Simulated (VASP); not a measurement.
Wanted: the native input for a VASP 6.6.1 run.

| Quantity | Value |
| --- | --- |
| Task | single point |
| Functional | PBEsol |
| Potentials or basis | VASP PAW PBE potentials, release 64 (Si, Ni) |
| Cutoff | 520 eV |
| k mesh | 16 × 16 × 16 |
| Occupations | gaussian, width 0.15 eV |
| Spin | no spin polarisation |
| Dipole correction | no |
| Further INCAR settings | ALGO = Normal; EDIFF = 1e-06; NBANDS = 16 |

The structure of Si2Ni lies in POSCAR:

```
Si2Ni
1.0
    0.0000000000      2.6957048548      2.6957048548
    2.6957048548      0.0000000000      2.6957048548
    2.6957048548      2.6957048548      0.0000000000
Si Ni
2 1
Direct
    0.1688523923      0.3311476077      0.3311476077
    0.6688523923      0.8311476077      0.8311476077
    0.0000000000      0.0000000000      0.0000000000
```

This cell differs from its parent crystal: all Si atoms moved +0.438 Å, as atom 1 along Cartesian [1 0 0].

These files were run (other wordings do the same):

INCAR

```
SYSTEM = Si2Ni
PREC = Accurate
ENCUT = 520
EDIFF = 1E-6
ISMEAR = 0
SIGMA = 0.15
LREAL = .FALSE.
LASPH = .TRUE.
NELM = 80
ALGO = Normal
ISIF = 2
LWAVE = .FALSE.
LCHARG = .FALSE.
GGA = PS
NBANDS = 16
```

KPOINTS

```
Automatic mesh
0
G
  16 16 16
  0 0 0
```

Potentials or basis: VASP PAW PBE potentials, release 64 (Si, Ni).

The run is started by

```sh
$ cat potpaw_PBE.64/Si/POTCAR potpaw_PBE.64/Ni/POTCAR > POTCAR
$ mpirun -np 1 vasp_std > vasp.out
```

It gave:

* Pressure: 12.7 GPa
* Largest force: 4.282 eV/Å
* Band gap on the k mesh: zero (bands 9 and 10 overlap by 1.54 eV)

Caveat: the cell differs from its parent crystal (all Si atoms moved +0.438 Å, as atom 1 along Cartesian [1 0 0]); the cell stands under pressure; the PAW data sets were made with another functional, which shifts forces and pressure a little.

Run time: 6.2 min on 1 thread of Intel Xeon 8259CL, on a shared host, peak memory 0.33 GiB.
